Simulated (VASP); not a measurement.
Set up this calculation in VASP 6.6.1, as the native input.

```
Task                   : single point
Functional             : LDA
Potentials or basis    : VASP PAW LDA potentials, release 64 (Y_sv, P, Pd)
Cutoff                 : 520 eV
k mesh                 : 6 × 6 × 6
Occupations            : gaussian, width 0.1 eV
Spin                   : no spin polarisation
Dipole correction      : no
Further INCAR settings : ALGO = Normal; EDIFF = 1e-06; NBANDS = 28
```

The structure of YP2Pd2 lies in POSCAR:

```
YP2Pd2
1.0
   -2.0427442400      2.0427442400      4.9285258100
    2.0427442400     -2.0427442400      4.9285258100
    2.0427442400      2.0427442400     -4.9285258100
Y P Pd
1 2 2
Direct
    0.0000000000      0.0000000000      0.0000000000
    0.3894394600      0.3894394600      0.0000000000
    0.6105605400      0.6105605400      0.0000000000
    0.7500000000      0.2500000000      0.5000000000
    0.2500000000      0.7500000000      0.5000000000
```

These files were run (other wordings do the same):

INCAR

```
SYSTEM = YP2Pd2
PREC = Accurate
ENCUT = 520
EDIFF = 1E-6
ISMEAR = 0
SIGMA = 0.1
LREAL = .FALSE.
LASPH = .TRUE.
NELM = 60
ALGO = Normal
ISIF = 2
LWAVE = .FALSE.
LCHARG = .FALSE.
NBANDS = 28
```

KPOINTS

```
regular mesh
0
G
  6 6 6
  0 0 0
```

Potentials or basis: VASP PAW LDA potentials, release 64 (Y_sv, P, Pd).

Command:

```console
$ cat potpaw_LDA.64/Y_sv/POTCAR potpaw_LDA.64/P/POTCAR potpaw_LDA.64/Pd/POTCAR > POTCAR
$ mpirun -np 1 vasp_std > vasp.out
```

It gave:

- Pressure: -6.9 GPa
- Largest force: 0.463 eV/Å

Caveat: the k points lie up to 0.36 Å⁻¹ apart.

It took 96 s on 1 thread of AMD EPYC 7R43 64-Core Processor (Zen 3), with other jobs on the host, peak memory 0.23 GiB.
